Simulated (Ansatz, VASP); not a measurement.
Two plane-wave programs on GaP

```
CELL_PARAMETERS angstrom
0.00000 2.69200 2.69200
2.69200 0.00000 2.69200
2.69200 2.69200 0.00000
ATOMIC_POSITIONS crystal
Ga 0.00000 0.00000 0.00000
P 0.25000 0.25000 0.25000
```

Alike in both runs: task single point; functional PBEsol; k mesh 10 × 10 × 10; occupations gaussian, width 0.02 eV; no spin polarisation.

```csv
,VASP,Ansatz
version,VASP 6.6.1,Ansatz 0.2.0
potentials or method,"VASP PAW PBE potentials, release 64 (Ga_d, P), cutoff 520 eV","scalar-relativistic, plane waves, PAW"
valence electrons in the cell,18,18
```

|  | VASP | Ansatz | Ansatz less VASP |
| --- | --- | --- | --- |
| gap on the k mesh at the Fermi level (eV) | 1.42 | 1.42 | -0.002 |
| least direct gap on the mesh (eV) | 2.06 | 2.05 | -0.008 |
| pressure (GPa) | 2.6 | 2.7 | +0.10 |

VASP's potentials were made for PBE, not for PBEsol. With one functional, cell and mesh, what is left measures potentials, basis and numerics.
